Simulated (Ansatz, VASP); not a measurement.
**RbBr: VASP beside Ansatz**

Contents of INCAR:

```
SYSTEM = RbBr
PREC = Accurate ; ENCUT = 520
EDIFF = 1E-6 ; ISMEAR = 0
SIGMA = 0.01 ; LREAL = .False.
LASPH = .True. ; NELM = 80
ALGO = Normal ; ISIF = 2
LWAVE = .False. ; LCHARG = .True.
GGA = PE ; LELF = .True.
LVHAR = .True. ; NBANDS = 15
```

The input KPOINTS:

```
Automatic mesh
0
Gamma
  6 6 6
  0 0 0
```

The input POSCAR:

```
RbBr
1.0
    0.0000000000      3.4732930694      3.4732930694
    3.4732930694      0.0000000000      3.4732930694
    3.4732930694      3.4732930694      0.0000000000
Rb Br
1 1
Direct
    0.0000000000      0.0000000000      0.0000000000
    0.5000000000      0.5000000000      0.5000000000
```

Input for Ansatz:

```yaml
crystal:
  lattice:
    - [0.0, 3.4732930694, 3.4732930694]
    - [3.4732930694, 0.0, 3.4732930694]
    - [3.4732930694, 3.4732930694, 0.0]
  atoms:
    - { symbol: Rb, position: [0.0, 0.0, 0.0] }
    - { symbol: Br, position: [0.5, 0.5, 0.5] }
kpoints:
  mp_grid: { grid: [6, 6, 6] }
hamiltonian:
  xc: pbe
scf:
  occupations: { method: fixed }
  n_extra_bands: 4
output:
  forces: true
  stress: true
  eigenvalues: true
```

Alike in both runs: task single point; functional PBE; k mesh 6 × 6 × 6; no spin polarisation.

|  | VASP | Ansatz |
| --- | --- | --- |
| version | VASP 6.6.1 | Ansatz 0.2.0 |
| potentials or method | VASP PAW PBE potentials, release 64 (Rb_sv, Br) | plane waves, PAW |
| plane-wave cutoff (eV) | 520 | 420 |
| occupations | gaussian, width 0.01 eV | fixed |
| valence electrons in the cell | 16 | 16 |

|  | VASP | Ansatz | Ansatz less VASP |
| --- | --- | --- | --- |
| gap on the k mesh at the Fermi level (eV) | 4.26 | 4.26 | +0.002 |
| pressure (GPa) | 0.4 | 0.4 | -0.02 |
